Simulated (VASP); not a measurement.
Runs of VASP 6.6.1 on ScAl3. The structure is that of space group Pm-3m (No. 221), or close to it. The cells are those of the table. 

| cell | gap on the mesh (eV) | pressure (GPa) |
| --- | --- | --- |
| a = 4.088 Å, 4 atoms | none | -1.0 |
| a = 4.142 Å, 4 atoms | none | (a) |
| a = 4.033 Å, 4 atoms | none | 2.9 |
| a = 4.004 Å, 4 atoms | none | (b) |
| a = 4.060 Å, 4 atoms | none | 0.9 |
| a = 4.168 Å, 4 atoms | none | -5.5 |
| a = 4.115 Å, 4 atoms | none | -2.6 |

Alike in all rows: task single point; level PBEsol; potentials or basis VASP PAW PBE potentials, release 64 (Sc_sv, Al); no spin polarisation; k mesh 7 × 7 × 7; cutoff (eV) 520; smearing fermi-dirac 0.1 eV.

Problem. Estimate the missing entries.

Solution. (a) -4.1; (b) 5.2.

Caveats: the PAW data sets were made with another functional, which shifts forces and pressure a little.

A gap of «none» marks levels without a gap at the run's occupations.
